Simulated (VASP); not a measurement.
# Al (P6_3/mmc) in VASP: notebook

The runs below take Al through single point, with PBE+D3(BJ).

Program: VASP 6.6.1. These are calculated values, not measurements. Logs are shortened: lines on timing, memory, paths and dates and some standing lists are left out, and cuts for length are marked.

## 1. The cell of the first run

Symmetry: P6_3/mmc, No. 194, hexagonal system. The conventional cell has a = 2.875 Å, b = 2.875 Å, c = 9.142 Å, α = 90.00°, β = 90.00°, γ = 120.00°. Al (site symmetry -3m) has 12 Al at 2.82 to 2.88 Å within 3.7 Å. Within 3.7 Å of Al (site symmetry -6m2) lie 12 Al at 2.82 to 2.88 Å.

This isn't the form of Al at room conditions, which is fcc.

## 2. Single point, PBE+D3(BJ) (16.36 Å³/atom)

Input file INCAR:

```
  ALGO = Normal
  EDIFF = 1E-6
  ENCUT = 520
  GGA = PE
  ISIF = 2
  ISMEAR = 0
  IVDW = 12
  LASPH = T
  LCHARG = F
  LREAL = F
  LWAVE = F
  NBANDS = 14
  NELM = 80
  PREC = Accurate
  SIGMA = 0.15
```

Input file KPOINTS:

```
k-points
0
Gamma
  18 18 6
```

Input file POSCAR:

```
Al
1.0
    2.8750286093      0.0000000000      0.0000000000
   -1.4375143047      2.4898478123      0.0000000000
    0.0000000000      0.0000000000      9.1417284690
Al
4
Direct
    0.0000000000      0.0000000000      0.0000000000
    0.3333333333      0.6666666667      0.2500000000
    0.0000000000      0.0000000000      0.5000000000
    0.6666666667      0.3333333333      0.7500000000
```

Potentials or basis: VASP PAW PBE potentials, release 64 (Al).

Command:

```
cat potpaw_PBE.64/Al/POTCAR > POTCAR
mpirun -np 1 vasp_std > vasp.out
```

OUTCAR:

```text
EDIFF = 1E-6
   ENCUT = 520
   GGA = PE
   ISIF = 2
   ISMEAR = 0
   IVDW = 12
   LASPH = T
   LREAL = F
   NELM = 80
   PREC = Accurate
 IVDW          = 12

 ion  position               nearest neighbor table
   1  0.000  0.000  0.000-   2 2.82   4 2.82   4 2.82   2 2.82   4 2.82   2 2.82
   2  0.333  0.667  0.250-   1 2.82   3 2.82   1 2.82   3 2.82   1 2.82   3 2.82
   3  0.000  0.000  0.500-   2 2.82   4 2.82   4 2.82   2 2.82   4 2.82   2 2.82
   4  0.667  0.333  0.750-   1 2.82   3 2.82   1 2.82   3 2.82   1 2.82   3 2.82

  LATTYP: Found a hexagonal cell.
 ALAT       =     2.8750286093
 C/A-ratio  =     3.1797000000

  Lattice vectors:

 A1 = (   2.8750286093,   0.0000000000,   0.0000000000)
 A2 = (  -1.4375143047,   2.4898478123,   0.0000000000)
 A3 = (   0.0000000000,   0.0000000000,   9.1417284690)

Analysis of symmetry for initial positions (statically):
=====================================================================
 Subroutine PRICEL returns:
 Original cell was already a primitive cell.

 Routine SETGRP: Setting up the symmetry group for a
 hexagonal supercell.

 Subroutine GETGRP returns: Found 24 space group operations
 (whereof 12 operations were pure point group operations)
 out of a pool of 24 trial point group operations.

The static configuration has the point symmetry D_3d.
 The point group associated with its full space group is D_6h.

Analysis of symmetry for dynamics (positions and initial velocities):
=====================================================================
 Subroutine PRICEL returns:
 Original cell was already a primitive cell.

 Routine SETGRP: Setting up the symmetry group for a
 hexagonal supercell.

 Subroutine GETGRP returns: Found 24 space group operations
 (whereof 12 operations were pure point group operations)
 out of a pool of 24 trial point group operations.

The dynamic configuration has the point symmetry D_3d.
 The point group associated with its full space group is D_6h.

 Subroutine INISYM returns: Found 24 space group operations
 (whereof 12 operations are pure point group operations),
 and found     1 'primitive' translations

----------------------------------------------------------------------------------------

                                     Primitive cell

  volume of cell :      65.4400

  direct lattice vectors                    reciprocal lattice vectors
     2.875028609  0.000000000  0.000000000     0.347822626  0.200815487  0.000000000
    -1.437514305  2.489847812  0.000000000     0.000000000  0.401630973  0.000000000
     0.000000000  0.000000000  9.141728469     0.000000000  0.000000000  0.109388504

  length of vectors
     2.875028609  2.875028609  9.141728469     0.401630973  0.401630973  0.109388504

  position of ions in fractional coordinates (direct lattice)
     0.000000000  0.000000000  0.000000000
     0.333333333  0.666666667  0.250000000
     0.000000000  0.000000000  0.500000000
     0.666666667  0.333333333  0.750000000

  ion indices of the primitive-cell ions
   primitive index   ion index
                 1           1
                 2           2
                 3           3
                 4           4

----------------------------------------------------------------------------------------

 KPOINTS: k-points

Automatic generation of k-mesh.
 Grid dimensions read from file:
 generate k-points for:   18   18    6

 Generating k-lattice:

  Cartesian coordinates                     Fractional coordinates (reciprocal lattice)
     0.019323479  0.011156416  0.000000000     0.055555556  0.000000000  0.000000000
     0.000000000  0.022312832  0.000000000     0.000000000  0.055555556  0.000000000
     0.000000000  0.000000000  0.018231417     0.000000000  0.000000000  0.166666667

  Length of vectors
     0.022312832  0.022312832  0.018231417

  Shift w.r.t. Gamma in fractional coordinates (k-lattice)
     0.000000000  0.000000000  0.000000000

 Subroutine IBZKPT returns following result:
 ===========================================

 Found    148 irreducible k-points:

 Following reciprocal coordinates:
            Coordinates               Weight
  0.000000  0.000000  0.000000      1.000000
  0.055556  0.000000  0.000000      6.000000
  0.111111  0.000000  0.000000      6.000000
  0.166667  0.000000  0.000000      6.000000
  0.222222  0.000000  0.000000      6.000000
  0.277778  0.000000  0.000000      6.000000
[... 16 lines left out ...]
  0.333333  0.111111  0.000000     12.000000
  0.388889  0.111111  0.000000     12.000000
 [... further k-points ...]
   k-points           NKPTS =    148   k-points in BZ     NKDIM =    148   number of bands    NBANDS=     14
   number of dos      NEDOS =    301   number of ions     NIONS =      4
   total plane-waves  NPLWV =  40320
   dimension x,y,z NGX =    24 NGY =   24 NGZ =   70
   dimension x,y,z NGXF=    48 NGYF=   48 NGZF=  140
   ions per type =               4
   NGX,Y,Z   is equivalent  to a cutoff of  13.88, 13.88, 12.73 a.u.
   NGXF,Y,Z  is equivalent  to a cutoff of  27.76, 27.76, 25.46 a.u.
 SYSTEM =  unknown system
   PREC   = accura    normal or accurate (medium, high low for compatibility)
   ISTART =      0    job   : 0-new  1-cont  2-samecut
   ICHARG =      2    charge: 1-file 2-atom 10-const
   ISPIN  =      1    spin polarized calculation?
   LNONCOLLINEAR =      F non collinear calculations
   LSORBIT =      F    spin-orbit coupling
   LASPH  =      T    aspherical Exc in radial PAW
   ENCUT  =  520.0 eV  38.22 Ry    6.18 a.u.   5.35  5.35 17.00*2*pi/ulx,y,z
   NELM   =     80;   NELMIN=  2; NELMDL= -5     # of ELM steps
   EDIFF  = 0.1E-05   stopping-criterion for ELM
   LREAL  =      F    real-space projection
   EDIFFG = 0.1E-04   stopping-criterion for IOM
   NSW    =      0    number of steps for IOM
   IBRION =     -1    ionic relax: 0-MD 1-quasi-New 2-CG
   NFREE  =      0    steps in history (QN), initial steepest desc. (CG)
   ISIF   =      2    stress and relaxation
   ISYM   =      2    0-nonsym 1-usesym 2-fastsym
   POTIM  = 0.5000    time-step for ionic-motion
   TEBEG  =    0.0;   TEEND  =   0.0 temperature during run
   PSTRESS=    0.0 pullay stress
   NELECT =      12.0000    total number of electrons
   NUPDOWN=      -1.0000    fix difference up-down
   EMIN   =  10.00;   EMAX   =-10.00  energy-range for DOS
   EFERMI =   0.00;   METHOD = LEGACY
   ISMEAR =     0;   SIGMA  =   0.15  broadening in eV -4-tet -1-fermi 0-gaus
   EFERMI_NEDOS =   21; number of points for ismear=-14 and -15
   IALGO  =     38    algorithm
   IMIX   =      4    mixing-type and parameters
     AMIX     =   0.40;   BMIX     =  1.00
     AMIX_MAG =   1.60;   BMIX_MAG =  1.00
  volume/ion in A,a.u.               =      16.36       110.40
  Fermi-wavevector in a.u.,A,eV,Ry     =   0.930081  1.757598 11.769731  0.865051
  Thomas-Fermi vector in A             =   2.056432
   LORBIT       =      0    0 simple, 1 ext, 2 COOP (PROOUT), +10 PAW based schemes
   GGA     = PE    functional components
   LHFCALC =     F    Hartree Fock is set to
   AEXX    =    0.0000 exact exchange contribution
   IVDW    =    12    specifies the selected vdW correction
   LEPSILON=     F    determine dielectric tensor
   LRPA    =     F    only Hartree local field effects (RPA)
 non-spin polarized calculation
 Gauss-broadening in eV      SIGMA  =   0.15
  energy-cutoff  :      520.00
  volume of cell :       65.44
 maximum number of plane-waves:      1798
 NGX is ok and might be reduce to    24
   NGX = 11   NGY = 11   NGZ = 33

 number of electron      12.0000000 magnetization

 Free energy of the ion-electron system (eV)
  ---------------------------------------------------
  ext. energy  EPLUGINS =         0.00000000
  ---------------------------------------------------
  free energy    TOTEN  =       -14.92712137 eV

  energy without entropy =      -14.90936937  energy(sigma->0) =      -14.91824537

 E-fermi :   8.0888     XC(G=0): -10.2280

 val. band max:        8.0531851754   @ k =   0.3333   0.1111   0.0000
 cond. band min:       8.1127460286   @ k =   0.3889   0.1111   0.5000
 fundamental gap:      0.0595608533
 Fermi energy:         8.0888255497

 k-point     1 :       0.0000    0.0000    0.0000
  band No.  band energies     occupation
      1      -3.1061      2.00000
      2      -1.3476      2.00000
      3      -1.3435      2.00000
      4       3.6105      2.00000
      5       4.0300      2.00000
      6      12.0480      0.00000
      7      12.0653      0.00000
      8      18.3939      0.00000
      9      18.3939      0.00000
     10      18.6252      0.00000
     11      18.6252      0.00000
     12      19.6728      0.00000
     13      19.6734      0.00000
     14      19.8896      0.00000

 k-point     2 :       0.0556    0.0000    0.0000
  band No.  band energies     occupation
      1      -3.0325      2.00000
      2      -1.2749      2.00000
      3      -1.2708      2.00000
      4       3.6785      2.00000
      5       4.1019      2.00000
      6      12.1033      0.00000
      7      12.1249      0.00000
      8      16.8614      0.00000
      9      17.4368      0.00000
     10      18.2710      0.00000
     11      18.3652      0.00000
     12      18.8273      0.00000
     13      18.8753      0.00000
     14      18.9317      0.00000

 k-point     3 :       0.1111    0.0000    0.0000
  band No.  band energies     occupation
      1      -2.8117      2.00000
      2      -1.0568      2.00000
      3      -1.0529      2.00000
      4       3.8825      2.00000
      5       4.3166      2.00000
      6      12.2506      0.00000
      7      12.2968      0.00000
      8      14.8900      0.00000
      9      16.3108      0.00000
     10      16.4042      0.00000
     11      16.4908      0.00000
     12      17.9876      0.00000
     13      17.9953      0.00000
     14      18.1083      0.00000

 k-point     4 :       0.1667    0.0000    0.0000
  band No.  band energies     occupation
      1      -2.4446      2.00000
      2      -0.6941      2.00000
      3      -0.6905      2.00000
      4       4.2222      2.00000
      5       4.6713      2.00000
      6      12.2066      0.00000
      7      12.5283      0.00000
      8      13.2280      0.00000
      9      14.3267      0.00000
     10      14.5008      0.00000
     11      15.6694      0.00000
     12      17.1789      0.00000
     13      17.1807      0.00000
     14      17.2292      0.00000

 k-point     5 :       0.2222    0.0000    0.0000
  band No.  band energies     occupation
      1      -1.9322      2.00000
      2      -0.1880      2.00000
      3      -0.1848      2.00000
      4       4.6971      2.00000
      5       5.1593      2.00000
      6      10.7258      0.00000
      7      12.1212      0.00000
      8      12.4010      0.00000
      9      13.2141      0.00000
     10      13.4308      0.00000
     11      14.9749      0.00000
[... 276 lines left out ...]
 k-point    22 :       0.2778    0.1111    0.0000
  band No.  band energies     occupation
      1      -0.2617      2.00000
      2       1.4613      2.00000
      3       1.4617      2.00000
      4       6.2402      2.00000
      5       6.5071      2.00000
      6       7.6526      1.99996
      7       9.0554      0.00000
      8       9.1183      0.00000
      9      11.0612      0.00000
     10      12.5603      0.00000
     11      12.7846      0.00000
     12      13.6999      0.00000
     13      14.2134      0.00000
     14      15.0933      0.00000

 k-point    23 :       0.3333    0.1111    0.0000
  band No.  band energies     occupation
      1       0.6735      2.00000
      2       2.3798      2.00000
      3       2.3830      2.00000
      4       5.6744      2.00000
      5       6.9512      2.00000
      6       7.2744      2.00000
      7       7.6655      1.99993
      8       8.0532      1.26314
      9      10.6993      0.00000
     10      11.9134      0.00000
     11      12.3281      0.00000
     12      12.5722      0.00000
     13      13.1056      0.00000
     14      15.6762      0.00000

 k-point    24 :       0.3889    0.1111    0.0000
  band No.  band energies     occupation
      1       1.7437      2.00000
      2       3.4164      2.00000
      3       3.4314      2.00000
      4       4.2720      2.00000
      5       5.9674      2.00000
      6       6.0135      2.00000
      7       8.2221      0.20879
      8       8.7903      0.00000
      9      10.3621      0.00000
     10      10.6510      0.00000
     11      11.6022      0.00000
     12      12.2530      0.00000
     13      12.4801      0.00000
     14      16.4039      0.00000

 [... further k-points ...]

------------------------ aborting loop because EDIFF is reached ----------------------------------------

 Edisp (eV)   -1.35718

 E8    (eV) :    -0.6069

  FORCE on cell =-STRESS in cart. coord.  units (eV):
  Direction    XX          YY          ZZ          XY          YZ          ZX
  --------------------------------------------------------------------------------------
  -------------------------------------------------------------------------------------
  Total      -1.40030    -1.40030    -0.27905     0.00000    -0.00000     0.00000
  in kB     -34.28366   -34.28366    -6.83212     0.00000    -0.00000     0.00000
  external pressure =      -25.13 kB  Pullay stress =        0.00 kB

 VOLUME and BASIS-vectors are now :
 -----------------------------------------------------------------------------
  energy-cutoff  :      520.00
  volume of cell :       65.44
      direct lattice vectors                 reciprocal lattice vectors
     2.875028609  0.000000000  0.000000000     0.347822626  0.200815487  0.000000000
    -1.437514305  2.489847812  0.000000000     0.000000000  0.401630973  0.000000000
     0.000000000  0.000000000  9.141728469     0.000000000  0.000000000  0.109388504

 POSITION                                       TOTAL-FORCE (eV/Angst)
 -----------------------------------------------------------------------------------
      0.00000      0.00000      0.00000        -0.000000     -0.000000     -0.000000
     -0.00000      1.65990      2.28543         0.000000     -0.000000      0.000000
      0.00000      0.00000      4.57086        -0.000000     -0.000000     -0.000000
      1.43751      0.82995      6.85630        -0.000000      0.000000      0.000000
 -----------------------------------------------------------------------------------
    total drift:                               -0.000000      0.000000      0.000000

  FREE ENERGIE OF THE ION-ELECTRON SYSTEM (eV)
  ---------------------------------------------------
  free  energy   TOTEN  =       -16.2842981501 eV

  energy  without entropy=      -16.2665461508  energy(sigma->0) =      -16.27542215
```

It took 37 s on 1 thread of Intel Xeon 6975P-C (Granite Rapids), shared host; peak memory 0.25 GiB.

What came out:

```yaml
Free_energy: -16.2843 eV
Pressure: -2.5 GPa
Band_gap_on_the_k_mesh: zero (bands 6 and 7 overlap by 5.90 eV)
Dispersion_energy_per_atom: -0.339 eV
```

## 3. Single point, PBE+D3(BJ) (16.36 Å³/atom)

Input file INCAR:

```
  PREC = Accurate
  ENCUT = 520
  EDIFF = 1E-7
  ISMEAR = 0
  SIGMA = 0.15
  LREAL = F
  LASPH = T
  NELM = 60
  ALGO = Fast
  ISIF = 2
  LWAVE = F
  LCHARG = F
  GGA = PE
  IVDW = 12
  NBANDS = 14
```

Input file KPOINTS:

```
regular mesh
0
Gamma
  18 18 6
```

Input file POSCAR:

```
Al
1.0
    2.7842941798      0.0000000000      0.0000000000
   -1.3921470899      2.4112694913      0.0000000000
    0.0000000000      0.0000000000      9.7472570645
Al
4
Direct
    0.0000000000      0.0000000000      0.0000000000
    0.3333333333      0.6666666667      0.2500000000
    0.0000000000      0.0000000000      0.5000000000
    0.6666666667      0.3333333333      0.7500000000
```

Potentials or basis: VASP PAW PBE potentials, release 64 (Al).

Command:

```
cat potpaw_PBE.64/Al/POTCAR > POTCAR
mpirun -np 1 vasp_std > vasp.out
```

Wall time 55 s (1 thread of Intel Xeon 6975P-C (Granite Rapids), shared host); peak memory 0.26 GiB.

Results (log left out):

```
Free energy                : -16.2555 eV
Pressure                   : -2.0 GPa
Band gap on the k mesh     : zero (bands 6 and 7 overlap by 4.48 eV)
Dispersion energy per atom : -0.339 eV
```

Stress tensor (GPa, compression positive):
```
-0.57  0.00  0.00
 0.00 -0.57  0.00
 0.00  0.00 -4.89
```

Levels at points of the mesh, in eV from the Fermi level:
```tsv
k point	band 4	band 5	band 6	band 7	band 8	band 9
(0.00, 0.00, 0.00)	-5.21	-4.94	2.23	2.23	11.11	11.84
(0.50, 0.00, 0.00)	-3.79	-3.13	-3.12	0.76	0.84	1.16
(0.00, 0.00, 0.50)	-7.72	-1.75	-1.75	6.77	6.77	12.13
(0.50, 0.00, 0.50)	-4.57	-1.87	-1.87	-1.23	-1.23	3.98
```

## 4. Single point, PBE+D3(BJ) (16.87 Å³/atom)

This run uses another cell than the first one, of 16.87 Å³/atom.

Input file INCAR:

```
PREC = Accurate
ENCUT = 520
EDIFF = 1E-7
ISMEAR = 0
SIGMA = 0.15
LREAL = F
LASPH = T
NELM = 100
ALGO = Normal
ISIF = 2
LWAVE = F
LCHARG = F
GGA = PE
IVDW = 12
NBANDS = 14
```

Input file KPOINTS:

```
Automatic mesh
0
Gamma
  18 18 6
```

Input file POSCAR:

```
Al
1.0
    2.8582811585      0.0000000000      0.0000000000
   -1.4291405792      2.4753440944      0.0000000000
    0.0000000000      0.0000000000      9.5363692571
Al
4
Direct
    0.0000000000      0.0000000000      0.0000000000
    0.3333333333      0.6666666667      0.2500000000
    0.0000000000      0.0000000000      0.5000000000
    0.6666666667      0.3333333333      0.7500000000
```

Command:

```
cat potpaw_PBE.64/Al/POTCAR > POTCAR
mpirun -np 1 vasp_std > vasp.out
```

Run time: 41 s. Hardware: 1 thread of Intel Xeon 6975P-C (Granite Rapids), shared host; peak memory 0.25 GiB.

It converged, with:

- Free energy: -16.2488 eV
- Pressure: -4.6 GPa
- Band gap on the k mesh: zero (bands 6 and 7 overlap by 5.10 eV)
- Dispersion energy per atom: -0.329 eV

Stress tensor (GPa, compression positive):
```
-4.16  0.00  0.00
 0.00 -4.16  0.00
 0.00  0.00 -5.56
```

Levels at points of the mesh, in eV from the Fermi level:
| k point | band 2 | band 3 | band 4 | band 5 | band 6 | band 7 | band 8 | band 9 | band 10 | band 11 |
| --- | --- | --- | --- | --- | --- | --- | --- | --- | --- | --- |
| (0.00, 0.00, 0.00) | -9.36 | -9.36 | -4.61 | -4.61 | 3.01 | 3.02 | 10.82 | 10.82 | 11.01 | 11.01 |
| (0.50, 0.00, 0.00) | -5.02 | -3.81 | -3.75 | -3.26 | -3.17 | 0.83 | 1.08 | 1.29 | 1.41 | 5.75 |
| (0.00, 0.00, 0.50) | -10.57 | -7.36 | -7.36 | -1.13 | -1.13 | 7.71 | 7.71 | 11.13 | 11.13 | 11.13 |
| (0.50, 0.00, 0.50) | -4.73 | -4.64 | -4.64 | -1.83 | -1.83 | -1.20 | -1.20 | 4.29 | 4.29 | 4.57 |

Caveat: the cell stands under tension.

(Part 1 of 2 ends here.)
